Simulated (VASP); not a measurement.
# BaOs2 (P6/mmm) in VASP: notebook

BaOs2 is run at these levels: PBE; tasks: single point, relaxation of cell and atoms.

Program: VASP 6.6.1. These are calculated values, not measurements. Logs are shortened: lines on timing, memory, paths and dates and some standing lists are left out, and cuts for length are marked.

## Step 1: The cell of the first run

The structure is hexagonal, space group P6/mmm (No. 191). The conventional cell has a = 3.630 Å, b = 3.630 Å, c = 5.713 Å, α = 90.00°, β = 90.00°, γ = 120.00°. Ba (site symmetry 6/mmm) has 2 Os at 2.07 Å within 2.7 Å. Within 2.1 Å of Os (site symmetry 6mm) lie 1 Os at 1.58 Å and 1 Ba at 2.07 Å.

## Step 2: Single point, PBE

File INCAR:

```
ALGO = Fast
EDIFF = 1E-7
ENCUT = 520
GGA = PE
ISIF = 2
ISMEAR = 0
LASPH = True
LCHARG = False
LREAL = False
LWAVE = False
NBANDS = 20
NELM = 80
PREC = Accurate
SIGMA = 0.1
```

File KPOINTS:

```
k-points
0
Gamma
  6 6 4
```

File POSCAR:

```
BaOs2
1.0
    3.6298274400      0.0000000000      0.0000000000
   -1.8149137200      3.1435227800      0.0000000000
    0.0000000000      0.0000000000      5.7125963600
Ba Os
1 2
Direct
    0.0000000000      0.0000000000      0.5000000000
    0.0000000000      0.0000000000      0.1384291100
    0.0000000000      0.0000000000      0.8615708900
```

Potentials or basis: VASP PAW PBE potentials, release 64 (Ba_sv, Os).

Started as:

```
$ cat potpaw_PBE.64/Ba_sv/POTCAR potpaw_PBE.64/Os/POTCAR > POTCAR
$ mpirun -np 1 vasp_std > vasp.out
```

OUTCAR:

```text
EDIFF = 1E-7
   ENCUT = 520
   GGA = PE
   ISIF = 2
   ISMEAR = 0
   LASPH = True
   LREAL = False
   NELM = 80
   PREC = Accurate

 ion  position               nearest neighbor table
   1  0.000  0.000  0.500-   2 2.07   3 2.07   2 3.65   3 3.65
   2  0.000  0.000  0.138-   3 1.58   1 2.07   1 3.65
   3  0.000  0.000  0.862-   2 1.58   1 2.07   1 3.65

 -----------------------------------------------------------------------------
|                                                                             |
|           W    W    AA    RRRRR   N    N  II  N    N   GGGG   !!!           |
|           W    W   A  A   R    R  NN   N  II  NN   N  G    G  !!!           |
|           W    W  A    A  R    R  N N  N  II  N N  N  G       !!!           |
|           W WW W  AAAAAA  RRRRR   N  N N  II  N  N N  G  GGG   !            |
|           WW  WW  A    A  R   R   N   NN  II  N   NN  G    G                |
|           W    W  A    A  R    R  N    N  II  N    N   GGGG   !!!           |
|                                                                             |
|     The distance between some ions is very small. Please check the          |
|     nearest-neighbor list in the OUTCAR file.                               |
|     I HOPE YOU KNOW WHAT YOU ARE DOING!                                     |
|                                                                             |
 -----------------------------------------------------------------------------

  LATTYP: Found a hexagonal cell.
 ALAT       =     3.6298274400
 C/A-ratio  =     1.5737928192

  Lattice vectors:

 A1 = (   3.6298274400,   0.0000000000,   0.0000000000)
 A2 = (  -1.8149137200,   3.1435227800,   0.0000000000)
 A3 = (   0.0000000000,   0.0000000000,   5.7125963600)

Analysis of symmetry for initial positions (statically):
=====================================================================
 Subroutine PRICEL returns:
 Original cell was already a primitive cell.

 Routine SETGRP: Setting up the symmetry group for a
 hexagonal supercell.

 Subroutine GETGRP returns: Found 24 space group operations
 (whereof 24 operations were pure point group operations)
 out of a pool of 24 trial point group operations.

The static configuration has the point symmetry D_6h.

Analysis of symmetry for dynamics (positions and initial velocities):
=====================================================================
 Subroutine PRICEL returns:
 Original cell was already a primitive cell.

 Routine SETGRP: Setting up the symmetry group for a
 hexagonal supercell.

 Subroutine GETGRP returns: Found 24 space group operations
 (whereof 24 operations were pure point group operations)
 out of a pool of 24 trial point group operations.

The dynamic configuration has the point symmetry D_6h.

 Subroutine INISYM returns: Found 24 space group operations
 (whereof 24 operations are pure point group operations),
 and found     1 'primitive' translations

----------------------------------------------------------------------------------------

                                     Primitive cell

  volume of cell :      65.1833

  direct lattice vectors                    reciprocal lattice vectors
     3.629827440  0.000000000  0.000000000     0.275495190  0.159057222  0.000000000
    -1.814913720  3.143522780  0.000000000     0.000000000  0.318114444  0.000000000
     0.000000000  0.000000000  5.712596360     0.000000000  0.000000000  0.175051752

  length of vectors
     3.629827440  3.629827445  5.712596360     0.318114444  0.318114444  0.175051752

  position of ions in fractional coordinates (direct lattice)
     0.000000000  0.000000000  0.500000000
     0.000000000  0.000000000  0.138429110
     0.000000000  0.000000000  0.861570890

  ion indices of the primitive-cell ions
   primitive index   ion index
                 1           1
                 2           2
                 3           3

----------------------------------------------------------------------------------------

 KPOINTS: k-points

Automatic generation of k-mesh.
 Grid dimensions read from file:
 generate k-points for:    6    6    4

 Generating k-lattice:

  Cartesian coordinates                     Fractional coordinates (reciprocal lattice)
     0.045915865  0.026509537  0.000000000     0.166666667  0.000000000  0.000000000
     0.000000000  0.053019074  0.000000000     0.000000000  0.166666667  0.000000000
     0.000000000  0.000000000  0.043762938     0.000000000  0.000000000  0.250000000

  Length of vectors
     0.053019074  0.053019074  0.043762938

  Shift w.r.t. Gamma in fractional coordinates (k-lattice)
     0.000000000  0.000000000  0.000000000

 Subroutine IBZKPT returns following result:
 ===========================================

 Found     21 irreducible k-points:

 Following reciprocal coordinates:
            Coordinates               Weight
  0.000000  0.000000  0.000000      1.000000
  0.166667  0.000000  0.000000      6.000000
  0.333333  0.000000  0.000000      6.000000
  0.500000  0.000000  0.000000      3.000000
  0.166667  0.166667  0.000000      6.000000
  0.333333  0.166667  0.000000     12.000000
[... 13 lines left out ...]
  0.333333  0.166667  0.500000     12.000000
  0.333333  0.333333  0.500000      2.000000
   k-points           NKPTS =     21   k-points in BZ     NKDIM =     21   number of bands    NBANDS=     20
   number of dos      NEDOS =    301   number of ions     NIONS =      3
   total plane-waves  NPLWV =  32928
   dimension x,y,z NGX =    28 NGY =   28 NGZ =   42
   dimension x,y,z NGXF=    56 NGYF=   56 NGZF=   84
   ions per type =               1   2
   NGX,Y,Z   is equivalent  to a cutoff of  12.82, 12.82, 12.22 a.u.
   NGXF,Y,Z  is equivalent  to a cutoff of  25.65, 25.65, 24.45 a.u.
 SYSTEM =  unknown system
   PREC   = accura    normal or accurate (medium, high low for compatibility)
   ISTART =      0    job   : 0-new  1-cont  2-samecut
   ICHARG =      2    charge: 1-file 2-atom 10-const
   ISPIN  =      1    spin polarized calculation?
   LNONCOLLINEAR =      F non collinear calculations
   LSORBIT =      F    spin-orbit coupling
   LASPH  =      T    aspherical Exc in radial PAW
   ENCUT  =  520.0 eV  38.22 Ry    6.18 a.u.   6.75  6.75 10.62*2*pi/ulx,y,z
   NELM   =     80;   NELMIN=  2; NELMDL= -5     # of ELM steps
   EDIFF  = 0.1E-06   stopping-criterion for ELM
   LREAL  =      F    real-space projection
   EDIFFG = 0.1E-05   stopping-criterion for IOM
   NSW    =      0    number of steps for IOM
   IBRION =     -1    ionic relax: 0-MD 1-quasi-New 2-CG
   NFREE  =      0    steps in history (QN), initial steepest desc. (CG)
   ISIF   =      2    stress and relaxation
   ISYM   =      2    0-nonsym 1-usesym 2-fastsym
   POTIM  = 0.5000    time-step for ionic-motion
   TEBEG  =    0.0;   TEEND  =   0.0 temperature during run
   PSTRESS=    0.0 pullay stress
   NELECT =      26.0000    total number of electrons
   NUPDOWN=      -1.0000    fix difference up-down
   EMIN   =  10.00;   EMAX   =-10.00  energy-range for DOS
   EFERMI =   0.00;   METHOD = LEGACY
   ISMEAR =     0;   SIGMA  =   0.10  broadening in eV -4-tet -1-fermi 0-gaus
   EFERMI_NEDOS =   21; number of points for ismear=-14 and -15
   IALGO  =     68    algorithm
   IMIX   =      4    mixing-type and parameters
     AMIX     =   0.40;   BMIX     =  1.00
     AMIX_MAG =   1.60;   BMIX_MAG =  1.00
  volume/ion in A,a.u.               =      21.73       146.63
  Fermi-wavevector in a.u.,A,eV,Ry     =   1.205093  2.277296 19.759050  1.452249
  Thomas-Fermi vector in A             =   2.340799
   LORBIT       =      0    0 simple, 1 ext, 2 COOP (PROOUT), +10 PAW based schemes
   GGA     = PE    functional components
   LHFCALC =     F    Hartree Fock is set to
   AEXX    =    0.0000 exact exchange contribution
   IVDW    =     0    specifies the selected vdW correction
   LEPSILON=     F    determine dielectric tensor
   LRPA    =     F    only Hartree local field effects (RPA)
 non-spin polarized calculation
 RMM-DIIS sequential band-by-band and
 Gauss-broadening in eV      SIGMA  =   0.10
  energy-cutoff  :      520.00
  volume of cell :       65.18
 maximum number of plane-waves:      1788
 NGX is ok and might be reduce to    28
   NGX = 13   NGY = 13   NGZ = 21

 number of electron      26.0000004 magnetization

 Free energy of the ion-electron system (eV)
  ---------------------------------------------------
  ext. energy  EPLUGINS =         0.00000000
  ---------------------------------------------------
  free energy    TOTEN  =         6.92003270 eV

  energy without entropy =        6.94343921  energy(sigma->0) =        6.93173595

 E-fermi :   5.7857     XC(G=0): -11.0410

 val. band max:        5.7587373767   @ k =   0.3333   0.3333   0.2500
 cond. band min:       5.7891780039   @ k =   0.3333   0.1667   0.2500
 fundamental gap:      0.0304406272
 Fermi energy:         5.7857015107

 k-point     1 :       0.0000    0.0000    0.0000
  band No.  band energies     occupation
      1     -23.5752      2.00000
      2      -9.9132      2.00000
      3      -8.1094      2.00000
      4      -8.1094      2.00000
      5      -3.4132      2.00000
      6      -1.9576      2.00000
[... 12 lines left out ...]
     19      13.2251      0.00000
     20      15.3349      0.00000

 k-point     2 :       0.1667    0.0000    0.0000
  band No.  band energies     occupation
      1     -23.5115      2.00000
      2      -9.8556      2.00000
      3      -8.5777      2.00000
      4      -8.2089      2.00000
      5      -3.1248      2.00000
      6      -2.0272      2.00000
[... 12 lines left out ...]
     19      13.8904      0.00000
     20      15.0633      0.00000
[... 396 lines left out ...]
      3      -9.2305      2.00000
      4      -8.3180      2.00000
      5      -4.0878      2.00000
      6      -3.8426      2.00000
[... 12 lines left out ...]
     19      10.4039      0.00000
     20      10.4541      0.00000

 k-point    21 :       0.3333    0.3333    0.5000
  band No.  band energies     occupation
      1     -22.9943      2.00000
      2     -11.4613      2.00000
      3      -8.9348      2.00000
      4      -8.9348      2.00000
      5      -4.0027      2.00000
      6      -4.0027      2.00000
[... 12 lines left out ...]
     19      10.3907      0.00000
     20      10.8872      0.00000

------------------------ aborting loop because EDIFF is reached ----------------------------------------

  FORCE on cell =-STRESS in cart. coord.  units (eV):
  Direction    XX          YY          ZZ          XY          YZ          ZX
  --------------------------------------------------------------------------------------
  -------------------------------------------------------------------------------------
  Total       -1.5881124     -1.5881124    178.6249919      0.0000000     -0.0000000     -0.0000000
  in kB      -39.0351349    -39.0351351   4390.5272229      0.0000000     -0.0000000     -0.0000000
  external PRESSURE =    1437.4856510 kB  Pullay stress =       0.0000000 kB

 VOLUME and BASIS-vectors are now :
 -----------------------------------------------------------------------------
  energy-cutoff  :      520.00
  volume of cell :       65.18
      direct lattice vectors                 reciprocal lattice vectors
     3.629827440  0.000000000  0.000000000     0.275495190  0.159057222  0.000000000
    -1.814913720  3.143522780  0.000000000     0.000000000  0.318114444  0.000000000
     0.000000000  0.000000000  5.712596360     0.000000000  0.000000000  0.175051752

 POSITION                                       TOTAL-FORCE (eV/Angst)
 -----------------------------------------------------------------------------------
      0.00000      0.00000      2.85630         0.000000      0.000000      0.000000
      0.00000      0.00000      0.79079        -0.000000      0.000000     32.741199
      0.00000      0.00000      4.92181         0.000000     -0.000000    -32.741199
 -----------------------------------------------------------------------------------
    total drift:                               -0.000000     -0.000000      0.000000

  FREE ENERGIE OF THE ION-ELECTRON SYSTEM (eV)
  ---------------------------------------------------
  free  energy   TOTEN  =         6.9200326975 eV

  energy  without entropy=        6.9434392094  energy(sigma->0) =        6.93173595
```

Run time: 17 s. Hardware: 1 thread of Intel Xeon 6975P-C (Granite Rapids), shared host; peak memory 0.18 GiB.

What came out:

```yaml
Free_energy: 6.9200 eV
Pressure: 143.7 GPa
Largest_force: 32.741 eV/Å
Band_gap_on_the_k_mesh: zero (band 13 reaches 7.35 eV, above the bottom of band 14 at 5.15 eV)
```

Forces on the atoms (eV/Å):
```
Ba    0.000   0.000   0.000
Os    0.000   0.000  32.741
Os    0.000   0.000 -32.741
```

Stress tensor (GPa, compression positive):
```
 -3.90   0.00   0.00
  0.00  -3.90   0.00
  0.00   0.00 439.05
```

Levels at points of the mesh, in eV from the Fermi level:
```
           k point  band 9  band 10  band 11  band 12  band 13  band 14  band 15  band 16  band 17  band 18
(0.00, 0.00, 0.00)   -4.89    -4.30    -3.13    -1.31    -1.31    -0.64    -0.64    -0.05     2.87     2.87
(0.50, 0.00, 0.00)   -3.81    -3.53    -1.81    -1.75    -0.28    -0.21     0.06     0.50     1.50     6.98
(0.00, 0.00, 0.50)   -4.79    -4.41    -1.14    -1.14     1.47     1.84     3.25     3.25     3.50     3.66
(0.50, 0.00, 0.50)   -3.49    -3.02    -1.99     0.34     0.36     1.39     1.86     2.97     3.63     4.38
```

Caveat: spin-orbit coupling is left out, which moves the levels of the heavy elements; forces of over 1 eV/Å act on the atoms, so gaps and moduli don't describe the material at rest.

(Continued in part 2 of 2.)
